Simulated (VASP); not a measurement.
A run of VASP 6.6.1:

The input INCAR:

```
SYSTEM = In
PREC = Accurate
ENCUT = 400
EDIFF = 1E-6
ISMEAR = -1
SIGMA = 0.05
LREAL = .FALSE.
LASPH = .TRUE.
NELM = 120
ALGO = Normal
ISIF = 2
LWAVE = .FALSE.
LCHARG = .FALSE.
GGA = CA
NBANDS = 26
GGA_COMPAT = .FALSE.
NELMDL = -8
```

Contents of KPOINTS:

```
regular mesh
0
G
  9 9 1
  0 0 0
```

File POSCAR:

```
In
1.0
    3.3354847820      0.0000000000      0.0000000000
   -1.6677423910      2.8886145552      0.0000000000
    0.0000000000      0.0000000000     20.5091429200
In
3
Direct
    0.3333333300      0.6666666600      0.3656905620
    0.6666666700      0.3333333400      0.5000000000
    0.3333333300      0.6666666600      0.6343094380
```

Potentials or basis: VASP PAW LDA potentials, release 64 (In_d).

Command:

```sh
$ cat potpaw_LDA.64/In_d/POTCAR > POTCAR
$ mpirun -np 1 vasp_std > vasp.out
```

Hardware: 1 thread of Intel(R) Xeon(R) Platinum 8375C CPU @ 2.90GHz (Ice Lake) (shared host).

Q: Estimate the wall time of this run.

A: Wall time 52 s on 1 thread of Intel(R) Xeon(R) Platinum 8375C CPU @ 2.90GHz (Ice Lake) (shared host), peak memory 0.21 GiB. Counts: scf iterations 24, k points 12.
